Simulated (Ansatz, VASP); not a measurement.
# Two plane-wave programs on MgS

```
Mg S
1.0
     0.00000    2.60165    2.60165
     2.60165    0.00000    2.60165
     2.60165    2.60165    0.00000
Mg S
1 1
Cartesian
  -0.2250 0.0000 0.0000
  2.6016 2.6016 2.6016
```

Alike in both runs: task single point; functional PBE; k mesh 8 × 8 × 8; occupations gaussian, width 0.05 eV; no spin polarisation.

```csv
,VASP,Ansatz
version,VASP 6.6.1,Ansatz 0.2.0
potentials or method,"VASP PAW PBE potentials, release 64 (Mg, S), cutoff 600 eV","scalar-relativistic, plane waves, PAW"
valence electrons in the cell,8,16
```

|  | VASP | Ansatz | Ansatz less VASP |
| --- | --- | --- | --- |
| gap on the k mesh at the Fermi level (eV) | 2.79 | 2.80 | +0.015 |
| least direct gap on the mesh (eV) | 3.70 | 3.71 | +0.012 |
| pressure (GPa) | 2.7 | 2.9 | +0.26 |
| traceless stress, the component that is largest in VASP (GPa) | 4.32 | 4.31 | -0.012 |
| rms of the force components (eV/Å) | 0.478 | 0.478 | -0.0006 |

Atom by atom the forces differ by 0.001 eV/Å (rms over components). With one functional, cell and mesh, what is left measures potentials, basis and numerics. VASP's potentials hold 8 valence electrons a cell and Ansatz's 16, so a difference there can come from the potentials and not from the codes.
